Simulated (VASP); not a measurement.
# H6C2O in VASP: relaxation of the atoms with PBEsol

Aim: the relaxation of the atoms of H6C2O with PBEsol.

All numbers are computed with VASP 6.6.1; they aren't measurements. Logs are shortened: lines on timing, memory, paths and dates and some standing lists are left out, and cuts for length are marked.

## Step 1: The cell of the first run

The cell holds an amorphous packing of atoms, 36 atoms: a = 7.529 Å, b = 7.529 Å, c = 7.529 Å, α = 90.00°, β = 90.00°, γ = 90.00°.

## Step 2: Relaxation of the atoms, PBEsol

Input file INCAR:

```
PREC     = Accurate       # precision mode
ENCUT    = 520            # plane-wave cutoff, eV
EDIFF    = 1E-7           # SCF threshold, eV
ISMEAR   = -1             # smearing method
SIGMA    = 0.02           # smearing width, eV
LREAL    = Auto         
LASPH    = True           # aspherical terms in the spheres
NELM     = 60             # most SCF steps
ALGO     = Normal         # electronic algorithm
ISIF     = 2              # what is computed and relaxed
LWAVE    = False          # write WAVECAR
LCHARG   = False          # write CHGCAR
GGA      = PS             # functional
IBRION   = 2              # ionic algorithm
NSW      = 35             # ionic steps
EDIFFG   = -0.3           # ionic threshold
```

Input file KPOINTS:

```
Automatic mesh
0
Gamma
  1 1 1
```

Input file POSCAR:

```
H6C2O
1.0
    7.5290720000      0.0000000000      0.0000000000
    0.0000000000      7.5290720000      0.0000000000
    0.0000000000      0.0000000000      7.5290720000
C O H
8 4 24
Direct
    0.8790164000      0.6197246000     -0.0468236000
    0.9385916000      0.5028194000      0.1051954000
    0.4860568000      0.4335292000      0.9839437000
    0.3669284000      0.3181865000      0.8706727000
    0.3901741000      0.8252497000      0.5921709000
    0.2521610000      0.9709879000      0.5859569000
    0.6243553000      0.3413657000      0.5186934000
    0.4652657000      0.4630953000      0.5046136000
    0.7849123000      0.4636145000      0.2089256000
    0.2455533000      0.4335769000      0.7819740000
    0.0828125000      0.8882934000      0.6058820000
    0.3137268000      0.3534883000      0.4740095000
    0.8219857000      0.3884663000      0.3070166000
    0.9994066000      0.3804808000      0.0536945000
    1.0393521000      0.5718419000      0.1852000000
    0.9914813000      0.6546405000     -0.1317936000
    0.7797844000      0.5504960000     -0.1267422000
    0.8196826000      0.7416300000      0.0046073000
    0.1684031000      0.3605175000      0.7088051000
    0.4467412000      0.2425668000      0.7746044000
    0.2958056000      0.2219567000      0.9543322000
    0.5827119000      0.3524122000      1.0558128000
    0.5573936000      0.5282408000      0.9004730000
    0.4066370000      0.5076552000      1.0799875000
   -0.0067702000      0.9810496000      0.6020425000
    0.2760545000      1.0674503000      0.6929224000
    0.2605731000      1.0428207000      0.4591231000
    0.5237032000      0.8804098000      0.5775182000
    0.3823265000      0.7548174000      0.7186789000
    0.3668634000      0.7302171000      0.4851569000
    0.2107710000      0.4306788000      0.4647766000
    0.4499209000      0.5402084000      0.6276405000
    0.4840493000      0.5579258000      0.3951976000
    0.7455189000      0.4178436000      0.5423125000
    0.6059157000      0.2480410000      0.6281331000
    0.6400036000      0.2657373000      0.3959658000
```

Potentials or basis: VASP PAW PBE potentials, release 64 (C, O, H).

The run is started by

```console
> cat potpaw_PBE.64/C/POTCAR potpaw_PBE.64/O/POTCAR potpaw_PBE.64/H/POTCAR > POTCAR
> mpirun -np 1 vasp_gam > vasp.out
```

OUTCAR:

```text
PREC = Accurate
   ENCUT = 520
   EDIFF = 1E-7
   ISMEAR = -1
   LREAL = Auto
   LASPH = True
   NELM = 60
   ISIF = 2
   GGA = PS
   IBRION = 2
   NSW = 35
   EDIFFG = -0.3

 ion  position               nearest neighbor table
   1  0.879  0.620  0.953-  18 1.09  17 1.09  16 1.09   2 1.51
   2  0.939  0.503  0.105-  15 1.10  14 1.10   9 1.43   1 1.51
   3  0.486  0.434  0.984-  24 1.09  23 1.09  22 1.09   4 1.51
   4  0.367  0.318  0.871-  21 1.10  20 1.10  10 1.43   3 1.51
   5  0.390  0.825  0.592-  29 1.09  30 1.09  28 1.09   6 1.51
   6  0.252  0.971  0.586-  26 1.10  27 1.10  11 1.43   5 1.51
   7  0.624  0.341  0.519-  35 1.09  36 1.09  34 1.09   8 1.51
   8  0.465  0.463  0.505-  33 1.10  32 1.10  12 1.43   7 1.51
   9  0.785  0.464  0.209-  13 0.97   2 1.43
  10  0.246  0.434  0.782-  19 0.97   4 1.43
  11  0.083  0.888  0.606-  25 0.97   6 1.43
  12  0.314  0.353  0.474-  31 0.97   8 1.43
  13  0.822  0.388  0.307-   9 0.97
  14  0.999  0.380  0.054-   2 1.10
  15  0.039  0.572  0.185-   2 1.10
  16  0.991  0.655  0.868-   1 1.09
  17  0.780  0.550  0.873-   1 1.09
  18  0.820  0.742  0.005-   1 1.09
[... 16 lines left out ...]
  35  0.606  0.248  0.628-   7 1.09
  36  0.640  0.266  0.396-   7 1.09

  LATTYP: Found a simple cubic cell.
 ALAT       =     7.5290720000

  Lattice vectors:

 A1 = (   7.5290720000,   0.0000000000,   0.0000000000)
 A2 = (   0.0000000000,   7.5290720000,   0.0000000000)
 A3 = (   0.0000000000,   0.0000000000,   7.5290720000)

Analysis of symmetry for initial positions (statically):
=====================================================================
 Subroutine PRICEL returns:
 Original cell was already a primitive cell.

 Routine SETGRP: Setting up the symmetry group for a
 simple cubic supercell.

 Subroutine GETGRP returns: Found  1 space group operations
 (whereof  1 operations were pure point group operations)
 out of a pool of 48 trial point group operations.

The static configuration has the point symmetry C_1 .

Analysis of symmetry for dynamics (positions and initial velocities):
=====================================================================
 Subroutine PRICEL returns:
 Original cell was already a primitive cell.

 Routine SETGRP: Setting up the symmetry group for a
 simple cubic supercell.

 Subroutine GETGRP returns: Found  1 space group operations
 (whereof  1 operations were pure point group operations)
 out of a pool of 48 trial point group operations.

The dynamic configuration has the point symmetry C_1 .

 Subroutine INISYM returns: Found  1 space group operations
 (whereof  1 operations are pure point group operations),
 and found     1 'primitive' translations

----------------------------------------------------------------------------------------

                                     Primitive cell

  volume of cell :     426.7999

  direct lattice vectors                    reciprocal lattice vectors
     7.529072000  0.000000000  0.000000000     0.132818493  0.000000000  0.000000000
     0.000000000  7.529072000  0.000000000     0.000000000  0.132818493  0.000000000
     0.000000000  0.000000000  7.529072000     0.000000000  0.000000000  0.132818493

  length of vectors
     7.529072000  7.529072000  7.529072000     0.132818493  0.132818493  0.132818493

  position of ions in fractional coordinates (direct lattice)
     0.879016400  0.619724600  0.953176400
     0.938591600  0.502819400  0.105195400
     0.486056800  0.433529200  0.983943700
     0.366928400  0.318186500  0.870672700
     0.390174100  0.825249700  0.592170900
     0.252161000  0.970987900  0.585956900
[... 28 lines left out ...]
     0.605915700  0.248041000  0.628133100
     0.640003600  0.265737300  0.395965800

  ion indices of the primitive-cell ions
   primitive index   ion index
                 1           1
                 2           2
                 3           3
                 4           4
                 5           5
                 6           6
[... 28 lines left out ...]
                35          35
                36          36

----------------------------------------------------------------------------------------

 KPOINTS: Automatic mesh

Automatic generation of k-mesh.
 Grid dimensions read from file:
 generate k-points for:    1    1    1

 Generating k-lattice:

  Cartesian coordinates                     Fractional coordinates (reciprocal lattice)
     0.132818493  0.000000000  0.000000000     1.000000000  0.000000000  0.000000000
     0.000000000  0.132818493  0.000000000     0.000000000  1.000000000  0.000000000
     0.000000000  0.000000000  0.132818493     0.000000000  0.000000000  1.000000000

  Length of vectors
     0.132818493  0.132818493  0.132818493

  Shift w.r.t. Gamma in fractional coordinates (k-lattice)
     0.000000000  0.000000000  0.000000000

 Subroutine IBZKPT returns following result:
 ===========================================

 Found      1 irreducible k-points:

 Following reciprocal coordinates:
            Coordinates               Weight
  0.000000  0.000000  0.000000      1.000000
   k-points           NKPTS =      1   k-points in BZ     NKDIM =      1   number of bands    NBANDS=     59
   number of dos      NEDOS =    301   number of ions     NIONS =     36
   total plane-waves  NPLWV = 175616
   dimension x,y,z NGX =    56 NGY =   56 NGZ =   56
   dimension x,y,z NGXF=   112 NGYF=  112 NGZF=  112
   ions per type =               8   4  24
   NGX,Y,Z   is equivalent  to a cutoff of  12.37, 12.37, 12.37 a.u.
   NGXF,Y,Z  is equivalent  to a cutoff of  24.73, 24.73, 24.73 a.u.
 SYSTEM =  unknown system
   PREC   = accura    normal or accurate (medium, high low for compatibility)
   ISTART =      0    job   : 0-new  1-cont  2-samecut
   ICHARG =      2    charge: 1-file 2-atom 10-const
   ISPIN  =      1    spin polarized calculation?
   LNONCOLLINEAR =      F non collinear calculations
   LSORBIT =      F    spin-orbit coupling
   LASPH  =      T    aspherical Exc in radial PAW
   ENCUT  =  520.0 eV  38.22 Ry    6.18 a.u.  14.00 14.00 14.00*2*pi/ulx,y,z
   NELM   =     60;   NELMIN=  2; NELMDL= -5     # of ELM steps
   EDIFF  = 0.1E-06   stopping-criterion for ELM
   LREAL  =      T    real-space projection
   EDIFFG = -.3E+00   stopping-criterion for IOM
   NSW    =     35    number of steps for IOM
   IBRION =      2    ionic relax: 0-MD 1-quasi-New 2-CG
   NFREE  =      1    steps in history (QN), initial steepest desc. (CG)
   ISIF   =      2    stress and relaxation
   ISYM   =      2    0-nonsym 1-usesym 2-fastsym
   POTIM  = 0.5000    time-step for ionic-motion
   TEBEG  =    0.0;   TEEND  =   0.0 temperature during run
   PSTRESS=    0.0 pullay stress
   NELECT =      80.0000    total number of electrons
   NUPDOWN=      -1.0000    fix difference up-down
   EMIN   =  10.00;   EMAX   =-10.00  energy-range for DOS
   EFERMI =   0.00;   METHOD = LEGACY
   ISMEAR =    -1;   SIGMA  =   0.02  broadening in eV -4-tet -1-fermi 0-gaus
   EFERMI_NEDOS =   21; number of points for ismear=-14 and -15
   IALGO  =     38    algorithm
   IMIX   =      4    mixing-type and parameters
     AMIX     =   0.40;   BMIX     =  1.00
     AMIX_MAG =   1.60;   BMIX_MAG =  1.00
  volume/ion in A,a.u.               =      11.86        80.01
  Fermi-wavevector in a.u.,A,eV,Ry     =   0.936907  1.770498 11.943135  0.877796
  Thomas-Fermi vector in A             =   2.063965
   LORBIT       =      0    0 simple, 1 ext, 2 COOP (PROOUT), +10 PAW based schemes
   GGA     = PS    functional components
   LHFCALC =     F    Hartree Fock is set to
   AEXX    =    0.0000 exact exchange contribution
   IVDW    =     0    specifies the selected vdW correction
   LEPSILON=     F    determine dielectric tensor
   LRPA    =     F    only Hartree local field effects (RPA)
 conjugate gradient relaxation of ions
 non-spin polarized calculation
  energy-cutoff  :      520.00
  volume of cell :      426.80
 maximum number of plane-waves:      5730
 NGX is ok and might be reduce to    54
   NGX = 27   NGY = 27   NGZ = 27

--------------------------------------- Ionic step        1  -------------------------------------------

 number of electron      80.0000008 magnetization

 Free energy of the ion-electron system (eV)
  ---------------------------------------------------
  ext. energy  EPLUGINS =         0.00000000
  ---------------------------------------------------
  free energy    TOTEN  =      -188.19228385 eV

  energy without entropy =     -188.19228385  energy(sigma->0) =     -188.19228385

------------------------ aborting loop because EDIFF is reached ----------------------------------------

  FORCE on cell =-STRESS in cart. coord.  units (eV):
  Direction    XX          YY          ZZ          XY          YZ          ZX
  --------------------------------------------------------------------------------------
  -------------------------------------------------------------------------------------
  Total        6.5348088      6.0299137      8.6257213      0.7302521      0.3576979     -2.3755556
  in kB       24.5312183     22.6358771     32.3803584      2.7413156      1.3427732     -8.9176705
  external PRESSURE =      26.5158179 kB  Pullay stress =       0.0000000 kB
[... 191 lines left out ...]
  FREE ENERGIE OF THE ION-ELECTRON SYSTEM (eV)
  ---------------------------------------------------
  free  energy   TOTEN  =      -188.3181327377 eV

  energy  without entropy=     -188.3181327377  energy(sigma->0) =     -188.31813274

[... ionic steps 4 to 31 ...]

--------------------------------------- Ionic step       32  -------------------------------------------

 number of electron      80.0000016 magnetization

------------------------ aborting loop because EDIFF is reached ----------------------------------------
[... 135 lines left out ...]
--------------------------------------- Ionic step       34  -------------------------------------------

 number of electron      80.0000004 magnetization

 Free energy of the ion-electron system (eV)
  ---------------------------------------------------
  ext. energy  EPLUGINS =         0.00000000
  ---------------------------------------------------
  free energy    TOTEN  =      -189.44614470 eV

  energy without entropy =     -189.44614470  energy(sigma->0) =     -189.44614470

 E-fermi :  -2.5823     XC(G=0):  -6.0186

 val. band max:       -3.0962499811   @ k =   0.0000   0.0000   0.0000
 cond. band min:       1.3361009143   @ k =   0.0000   0.0000   0.0000
 fundamental gap:      4.4323508954
 Fermi energy:        -2.5822894871

 k-point     1 :       0.0000    0.0000    0.0000
  band No.  band energies     occupation
      1     -23.0390      2.00000
      2     -22.4776      2.00000
      3     -22.4681      2.00000
      4     -22.3145      2.00000
      5     -16.1110      2.00000
      6     -15.6388      2.00000
[... 44 lines left out ...]
     51       4.7391      0.00000
     52       5.0242      0.00000
 [bands above 52 left out]

------------------------ aborting loop because EDIFF is reached ----------------------------------------

  FORCE on cell =-STRESS in cart. coord.  units (eV):
  Direction    XX          YY          ZZ          XY          YZ          ZX
  --------------------------------------------------------------------------------------
  -------------------------------------------------------------------------------------
  Total        0.9441320      1.4068742      0.2849665      0.2031153      0.6990935     -1.0840585
  in kB        3.5442061      5.2813079      1.0697445      0.7624807      2.6243483     -4.0694801
  external PRESSURE =       3.2984195 kB  Pullay stress =       0.0000000 kB
[... 51 lines left out ...]
  FREE ENERGIE OF THE ION-ELECTRON SYSTEM (eV)
  ---------------------------------------------------
  free  energy   TOTEN  =      -189.4461447025 eV

  energy  without entropy=     -189.4461447025  energy(sigma->0) =     -189.44614470

 reached required accuracy - stopping structural energy minimisation
```

Wall time 28 min (1 thread of AMD EPYC 7R43 (Zen 3), shared host); peak memory 0.4 GiB.

What came out:

- Free energy: -189.4461 eV
- Energy gained by relaxing: 34.8 meV/atom
- Ionic steps: 34
- Pressure after relaxing: 0.3 GPa
- Largest force after relaxing: 0.292 eV/Å
- Band gap on the k mesh: 4.43 eV

Forces on the atoms (eV/Å):
```
C   -0.095  0.053  0.133
C    0.046 -0.060  0.021
C    0.025  0.094  0.048
C    0.115  0.048  0.076
C   -0.017 -0.210  0.176
C    0.046  0.103 -0.132
C    0.008  0.005 -0.143
C   -0.016 -0.013  0.291
O   -0.045 -0.079  0.056
O    0.033 -0.068 -0.108
O   -0.002 -0.041  0.047
O    0.073  0.001  0.017
H   -0.053  0.163 -0.057
H    0.126  0.011 -0.032
H   -0.040 -0.003 -0.019
H   -0.095 -0.018  0.012
H    0.016  0.075  0.068
H    0.067 -0.023 -0.063
H    0.232  0.032 -0.063
H   -0.030 -0.113 -0.112
H   -0.028  0.077 -0.095
H    0.041  0.048  0.128
H   -0.120 -0.104 -0.087
H   -0.104  0.042  0.071
H   -0.045 -0.035  0.003
H   -0.163 -0.039 -0.094
H   -0.006  0.031  0.037
H    0.132  0.145 -0.022
H   -0.013 -0.076 -0.015
H   -0.119  0.045 -0.081
H    0.085 -0.114  0.075
H    0.096  0.086 -0.120
H    0.086 -0.086  0.090
H   -0.014 -0.076 -0.070
H   -0.191  0.024 -0.061
H   -0.032  0.078  0.025
```

Stress tensor (GPa, compression positive):
```
 0.35  0.08 -0.41
 0.08  0.53  0.26
-0.41  0.26  0.11
```

The path:
```
step  energy change (eV)  largest force (eV/Å)  pressure (GPa)
   1              0.0000                1.4460            2.65
   2              0.0325                2.6692            2.05
   3             -0.1258                1.1313            2.30
   4             -0.3311                0.4957            1.99
   5             -0.3928                0.8181            1.67
   6             -0.4718                1.7655            1.90
   7             -0.4772                1.2043            1.84
   8             -0.5797                0.7071            1.66
   9             -0.5977                1.0406            1.55
  10             -0.6818                0.5831            1.46
  11             -0.7242                0.6857            1.34
  12             -0.7655                0.3798            1.37
  13             -0.7756                0.5961            1.40
  14             -0.8118                0.3611            1.27
  15             -0.8251                0.6250            1.13
  16             -0.8612                0.3085            1.11
  17             -0.8701                0.3525            1.10
  18             -0.8957                0.3124            1.04
  19             -0.8995                0.4933            1.01
  20             -0.9268                0.3032            0.95
  21             -0.9422                0.9342            0.84
  22             -0.9603                0.7953            0.85
  23             -0.9927                0.4439            0.86
  24             -0.9658                1.0739            0.83
  25             -0.9971                0.5034            0.86
  26             -1.0239                0.4355            0.80
  27             -1.0593                0.9606            0.60
  28             -1.0860                0.5402            0.51
  29             -1.1124                0.7843            0.31
  30             -1.1407                0.6531            0.33
  31             -1.1751                0.8167            0.36
  32             -1.2078                0.5275            0.36
  33             -1.2317                0.6620            0.32
  34             -1.2539                0.2921            0.33
```

Final structure:
```xyz
36
Lattice="7.5291 0.0000 0.0000 0.0000 7.5291 0.0000 0.0000 0.0000 7.5291" Properties=species:S:1:pos:R:3 pbc="T T T"
C     6.7866    4.8004    7.1463
C     7.2806    3.9472    0.7586
C     3.3947    3.2975    0.0233
C     2.5341    2.3181    6.7907
C     2.8227    6.3904    4.4492
C     1.6961    7.3802    4.4098
C     4.7344    2.2050    3.8774
C     3.6786    3.2782    3.6960
O     6.2376    3.7618    1.7222
O     1.4431    2.9395    6.1203
O     0.4576    6.6736    4.4694
O     2.3815    2.7535    3.3428
H     6.4428    2.9590    2.2388
H     0.0741    2.9687    0.3694
H     0.6292    4.4399    1.2414
H     0.0989    5.1562    6.5302
H     6.1076    4.2227    6.4931
H     6.2323    5.6703    0.0173
H     1.5231    2.7830    5.1517
H     3.1808    1.7878    6.0733
H     2.1493    1.5497    7.4996
H     4.2489    2.7702    0.4753
H     3.8152    4.1028    6.9225
H     2.8336    3.7798    0.8363
H     7.2751    7.3339    4.5229
H     1.8040    0.5378    5.2734
H     1.7536    0.4590    3.4874
H     3.7955    6.8887    4.3867
H     2.7960    5.8245    5.3949
H     2.7807    5.6735    3.6172
H     1.9007    3.4569    2.8585
H     3.5711    3.8161    4.6591
H     4.0125    3.9903    2.9190
H     5.6682    2.7332    4.1471
H     4.5377    1.5105    4.7113
H     4.8904    1.6047    2.9617
```

Caveat: the k points lie up to 0.83 Å⁻¹ apart; the PAW data sets were made with another functional, which shifts forces and pressure a little; the relaxation stopped at a loose force limit of 0.3 eV/Å, so its end isn't a converged minimum.
